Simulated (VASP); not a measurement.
# Hg (I4_1/amd) in VASP: single point with PBEsol

Aim: the single point of Hg with PBEsol.

Program: VASP 6.6.1. These are calculated values, not measurements. Logs are shortened: lines on timing, memory, paths and dates and some standing lists are left out, and cuts for length are marked.

**1. The cell of the first run**

Symmetry: I4_1/amd, No. 141, tetragonal system. Conventional cell: a = 5.759 Å, b = 5.759 Å, c = 3.000 Å, α = 90.00°, β = 90.00°, γ = 90.00°. Hg (site symmetry -4m2) has 10 Hg at 2.98 to 3.65 Å within 3.9 Å.

**2. Single point, PBEsol**

Contents of INCAR:

```
ALGO = Fast ; EDIFF = 1E-7
ENCUT = 520 ; GGA = PS
ISIF = 2 ; ISMEAR = 0
LASPH = True ; LCHARG = False
LREAL = False ; LWAVE = False
NBANDS = 19 ; NELM = 60
PREC = Accurate ; SIGMA = 0.1
```

Contents of KPOINTS:

```
k-points
0
Gamma
  20 20 20
```

Contents of POSCAR:

```
Hg
1.0
   -2.8794447781      2.8794447781      1.5000114994
    2.8794447781     -2.8794447781      1.5000114994
    2.8794447781      2.8794447781     -1.5000114994
Hg
2
Direct
    0.7500000000      0.2500000000      0.5000000000
    0.0000000000      0.0000000000      0.0000000000
```

Potentials or basis: VASP PAW PBE potentials, release 64 (Hg).

Launch:

```bash
$ cat potpaw_PBE.64/Hg/POTCAR > POTCAR
$ mpirun -np 1 vasp_std > vasp.out
```

OUTCAR:

```text
EDIFF = 1E-7
   ENCUT = 520
   GGA = PS
   ISIF = 2
   ISMEAR = 0
   LASPH = True
   LREAL = False
   NELM = 60
   PREC = Accurate

 ion  position               nearest neighbor table
   1  0.750  0.250  0.500-   2 2.98   2 2.98   2 2.98   2 2.98   2 3.65   2 3.65   2 3.65   2 3.65

   2  0.000  0.000  0.000-   1 2.98   1 2.98   1 2.98   1 2.98   1 3.65   1 3.65   1 3.65   1 3.65

  LATTYP: Found a body centered tetragonal cell.
 ALAT       =     5.7588895562
 C/A-ratio  =     0.5209377554

  Lattice vectors:

 A1 = (  -2.8794447781,   2.8794447781,   1.5000114994)
 A2 = (   2.8794447781,  -2.8794447781,   1.5000114994)
 A3 = (   2.8794447781,   2.8794447781,  -1.5000114994)

Analysis of symmetry for initial positions (statically):
=====================================================================
 Subroutine PRICEL returns:
 Original cell was already a primitive cell.

 Routine SETGRP: Setting up the symmetry group for a
 body centered tetragonal supercell.

 Subroutine GETGRP returns: Found 16 space group operations
 (whereof  8 operations were pure point group operations)
 out of a pool of 16 trial point group operations.

The static configuration has the point symmetry D_2d.
 The point group associated with its full space group is D_4h.

Analysis of symmetry for dynamics (positions and initial velocities):
=====================================================================
 Subroutine PRICEL returns:
 Original cell was already a primitive cell.

 Routine SETGRP: Setting up the symmetry group for a
 body centered tetragonal supercell.

 Subroutine GETGRP returns: Found 16 space group operations
 (whereof  8 operations were pure point group operations)
 out of a pool of 16 trial point group operations.

The dynamic configuration has the point symmetry D_2d.
 The point group associated with its full space group is D_4h.

 Subroutine INISYM returns: Found 16 space group operations
 (whereof  8 operations are pure point group operations),
 and found     1 'primitive' translations

----------------------------------------------------------------------------------------

                                     Primitive cell

  volume of cell :      49.7476

  direct lattice vectors                    reciprocal lattice vectors
    -2.879444778  2.879444778  1.500011499     0.000000000  0.173644587  0.333330778
     2.879444778 -2.879444778  1.500011499     0.173644587  0.000000000  0.333330778
     2.879444778  2.879444778 -1.500011499     0.173644587  0.173644587  0.000000000

  length of vectors
     4.339635809  4.339635809  4.339635809     0.375848174  0.375848174  0.245570530

  position of ions in fractional coordinates (direct lattice)
     0.750000000  0.250000000  0.500000000
     0.000000000  0.000000000  0.000000000

  ion indices of the primitive-cell ions
   primitive index   ion index
                 1           1
                 2           2

----------------------------------------------------------------------------------------

 KPOINTS: k-points

Automatic generation of k-mesh.
 Grid dimensions read from file:
 generate k-points for:   20   20   20

 Generating k-lattice:

  Cartesian coordinates                     Fractional coordinates (reciprocal lattice)
     0.000000000  0.008682229  0.016666539     0.050000000  0.000000000  0.000000000
     0.008682229  0.000000000  0.016666539     0.000000000  0.050000000  0.000000000
     0.008682229  0.008682229  0.000000000     0.000000000  0.000000000  0.050000000

  Length of vectors
     0.018792409  0.018792409  0.012278527

  Shift w.r.t. Gamma in fractional coordinates (k-lattice)
     0.000000000  0.000000000  0.000000000

 Subroutine IBZKPT returns following result:
 ===========================================

 Found    641 irreducible k-points:

 Following reciprocal coordinates:
            Coordinates               Weight
  0.000000  0.000000  0.000000      1.000000
  0.050000 -0.000000  0.000000      8.000000
  0.100000 -0.000000  0.000000      8.000000
  0.150000  0.000000 -0.000000      8.000000
  0.200000 -0.000000  0.000000      8.000000
  0.250000  0.000000 -0.000000      8.000000
[... 16 lines left out ...]
 -0.400000  0.050000  0.000000     16.000000
 -0.350000  0.050000 -0.000000     16.000000
 [... further k-points ...]
   k-points           NKPTS =    641   k-points in BZ     NKDIM =    641   number of bands    NBANDS=     19
   number of dos      NEDOS =    301   number of ions     NIONS =      2
   total plane-waves  NPLWV =  32768
   dimension x,y,z NGX =    32 NGY =   32 NGZ =   32
   dimension x,y,z NGXF=    64 NGYF=   64 NGZF=   64
   ions per type =               2
   NGX,Y,Z   is equivalent  to a cutoff of  12.26, 12.26, 12.26 a.u.
   NGXF,Y,Z  is equivalent  to a cutoff of  24.52, 24.52, 24.52 a.u.
 SYSTEM =  unknown system
   PREC   = accura    normal or accurate (medium, high low for compatibility)
   ISTART =      0    job   : 0-new  1-cont  2-samecut
   ICHARG =      2    charge: 1-file 2-atom 10-const
   ISPIN  =      1    spin polarized calculation?
   LNONCOLLINEAR =      F non collinear calculations
   LSORBIT =      F    spin-orbit coupling
   LASPH  =      T    aspherical Exc in radial PAW
   ENCUT  =  520.0 eV  38.22 Ry    6.18 a.u.   8.07  8.07  8.07*2*pi/ulx,y,z
   NELM   =     60;   NELMIN=  2; NELMDL= -5     # of ELM steps
   EDIFF  = 0.1E-06   stopping-criterion for ELM
   LREAL  =      F    real-space projection
   EDIFFG = 0.1E-05   stopping-criterion for IOM
   NSW    =      0    number of steps for IOM
   IBRION =     -1    ionic relax: 0-MD 1-quasi-New 2-CG
   NFREE  =      0    steps in history (QN), initial steepest desc. (CG)
   ISIF   =      2    stress and relaxation
   ISYM   =      2    0-nonsym 1-usesym 2-fastsym
   POTIM  = 0.5000    time-step for ionic-motion
   TEBEG  =    0.0;   TEEND  =   0.0 temperature during run
   PSTRESS=    0.0 pullay stress
   NELECT =      24.0000    total number of electrons
   NUPDOWN=      -1.0000    fix difference up-down
   EMIN   =  10.00;   EMAX   =-10.00  energy-range for DOS
   EFERMI =   0.00;   METHOD = LEGACY
   ISMEAR =     0;   SIGMA  =   0.10  broadening in eV -4-tet -1-fermi 0-gaus
   EFERMI_NEDOS =   21; number of points for ismear=-14 and -15
   IALGO  =     68    algorithm
   IMIX   =      4    mixing-type and parameters
     AMIX     =   0.40;   BMIX     =  1.00
     AMIX_MAG =   1.60;   BMIX_MAG =  1.00
  volume/ion in A,a.u.               =      24.87       167.86
  Fermi-wavevector in a.u.,A,eV,Ry     =   1.283969  2.426350 22.430245  1.648576
  Thomas-Fermi vector in A             =   2.416190
   LORBIT       =      0    0 simple, 1 ext, 2 COOP (PROOUT), +10 PAW based schemes
   GGA     = PS    functional components
   LHFCALC =     F    Hartree Fock is set to
   AEXX    =    0.0000 exact exchange contribution
   IVDW    =     0    specifies the selected vdW correction
   LEPSILON=     F    determine dielectric tensor
   LRPA    =     F    only Hartree local field effects (RPA)
 non-spin polarized calculation
 RMM-DIIS sequential band-by-band and
 Gauss-broadening in eV      SIGMA  =   0.10
  energy-cutoff  :      520.00
  volume of cell :       49.75
 maximum number of plane-waves:      1366
   NGX = 17   NGY = 17   NGZ = 17

 number of electron      24.0000006 magnetization

 Free energy of the ion-electron system (eV)
  ---------------------------------------------------
  ext. energy  EPLUGINS =         0.00000000
  ---------------------------------------------------
  free energy    TOTEN  =        -1.11569202 eV

  energy without entropy =       -1.11284533  energy(sigma->0) =       -1.11426868

 E-fermi :   2.2366     XC(G=0): -10.7116

 val. band max:        2.2362947911   @ k =   0.2500   0.1000   0.0500
 cond. band min:       2.2402773962   @ k =  -0.2000   0.2500   0.2000
 fundamental gap:      0.0039826051
 Fermi energy:         2.2365754331

 k-point     1 :       0.0000    0.0000    0.0000
  band No.  band energies     occupation
      1      -6.6435      2.00000
      2      -5.7181      2.00000
      3      -5.6117      2.00000
      4      -5.5785      2.00000
      5      -5.4137      2.00000
      6      -4.0382      2.00000
[... 11 lines left out ...]
     18      16.4423      0.00000
     19      16.5705      0.00000

 k-point     2 :       0.0500   -0.0000    0.0000
  band No.  band energies     occupation
      1      -6.5785      2.00000
      2      -5.7163      2.00000
      3      -5.5951      2.00000
      4      -5.5239      2.00000
      5      -5.3873      2.00000
      6      -4.1081      2.00000
[... 11 lines left out ...]
     18      15.7543      0.00000
     19      15.8938      0.00000

 k-point     3 :       0.1000   -0.0000    0.0000
  band No.  band energies     occupation
      1      -6.3895      2.00000
      2      -5.6958      2.00000
      3      -5.5467      2.00000
      4      -5.3803      2.00000
      5      -5.3068      2.00000
      6      -4.2357      2.00000
[... 11 lines left out ...]
     18      14.1943      0.00000
     19      14.6573      0.00000

 k-point     4 :       0.1500    0.0000   -0.0000
  band No.  band energies     occupation
      1      -6.1013      2.00000
      2      -5.6495      2.00000
      3      -5.4712      2.00000
      4      -5.1841      2.00000
      5      -5.1525      2.00000
      6      -4.3967      2.00000
[... 11 lines left out ...]
     18      13.2840      0.00000
     19      13.6529      0.00000

 k-point     5 :       0.2000   -0.0000    0.0000
  band No.  band energies     occupation
      1      -5.7894      2.00000
      2      -5.5796      2.00000
      3      -5.3781      2.00000
      4      -4.9588      2.00000
      5      -4.9045      2.00000
      6      -4.5700      2.00000
[... 11 lines left out ...]
     18      12.1759      0.00000
     19      13.2531      0.00000
[... 334 lines left out ...]
      2      -5.4474      2.00000
      3      -5.2531      2.00000
      4      -5.2203      2.00000
      5      -4.6019      2.00000
      6      -4.5707      2.00000
[... 11 lines left out ...]
     18      13.3115      0.00000
     19      14.4418      0.00000

 k-point    22 :      -0.4500    0.0500   -0.0000
  band No.  band energies     occupation
      1      -5.4947      2.00000
      2      -5.4111      2.00000
      3      -5.2551      2.00000
      4      -5.1637      2.00000
      5      -4.6510      2.00000
      6      -4.5287      2.00000
[... 11 lines left out ...]
     18      12.7231      0.00000
     19      14.2230      0.00000

 k-point    23 :      -0.4000    0.0500    0.0000
  band No.  band energies     occupation
      1      -5.4735      2.00000
      2      -5.4007      2.00000
      3      -5.2456      2.00000
      4      -5.0338      2.00000
      5      -4.7199      2.00000
      6      -4.4635      2.00000
[... 11 lines left out ...]
     18      11.6799      0.00000
     19      13.6565      0.00000

 k-point    24 :      -0.3500    0.0500   -0.0000
  band No.  band energies     occupation
      1      -5.4818      2.00000
      2      -5.4231      2.00000
      3      -5.2173      2.00000
      4      -4.8826      2.00000
      5      -4.7499      2.00000
      6      -4.4040      2.00000
[... 11 lines left out ...]
     18      11.7999      0.00000
     19      12.8589      0.00000

 [... further k-points ...]
[... 5 lines left out ...]
  --------------------------------------------------------------------------------------
  -------------------------------------------------------------------------------------
  Total        0.1160361      0.1160361      0.1282260      0.0000000      0.0000000      0.0000000
  in kB        3.7370722      3.7370722      4.1296633      0.0000000      0.0000000      0.0000000
  external PRESSURE =       3.8679359 kB  Pullay stress =       0.0000000 kB

 VOLUME and BASIS-vectors are now :
 -----------------------------------------------------------------------------
  energy-cutoff  :      520.00
  volume of cell :       49.75
      direct lattice vectors                 reciprocal lattice vectors
    -2.879444778  2.879444778  1.500011499     0.000000000  0.173644587  0.333330778
     2.879444778 -2.879444778  1.500011499     0.173644587  0.000000000  0.333330778
     2.879444778  2.879444778 -1.500011499     0.173644587  0.173644587  0.000000000

 POSITION                                       TOTAL-FORCE (eV/Angst)
 -----------------------------------------------------------------------------------
      0.00000      2.87944      0.75001         0.000000     -0.000000      0.000000
      0.00000      0.00000      0.00000        -0.000000      0.000000     -0.000000
 -----------------------------------------------------------------------------------
    total drift:                                0.000000     -0.000000      0.000000

  FREE ENERGIE OF THE ION-ELECTRON SYSTEM (eV)
  ---------------------------------------------------
  free  energy   TOTEN  =        -1.1156920240 eV

  energy  without entropy=       -1.1128453284  energy(sigma->0) =       -1.11426868
```

Run time: 3.8 min. Hardware: 1 thread of Intel Xeon Platinum 8488C (Sapphire Rapids), shared host; peak memory 0.57 GiB.

Results:

- Free energy: -1.1157 eV
- Pressure: 0.4 GPa
- Band gap on the k mesh: zero (bands 12 and 13 overlap by 4.93 eV)

Levels at points of the mesh, in eV from the Fermi level:
```
           k point  band 8  band 9  band 10  band 11  band 12  band 13  band 14  band 15  band 16  band 17
(0.00, 0.00, 0.00)   -6.25   -6.25    -5.87    -5.39     1.39     1.66     1.66     7.79    10.99    10.99
(0.50, 0.00, 0.00)   -6.04   -5.90    -5.60    -1.81    -1.69     2.36     2.69     3.45     7.58     7.75
(0.50, 0.50, 0.00)   -6.35   -6.03    -6.03    -5.48    -5.48     5.60     5.60     6.19     6.19    11.85
(0.50, 0.50, 0.50)   -6.23   -6.20    -6.20    -2.60    -2.60    -1.97    -1.97    11.49    11.49    15.35
```

Caveat: the PAW data sets were made with another functional, which shifts forces and pressure a little; spin-orbit coupling is left out, which moves the levels of the heavy elements.
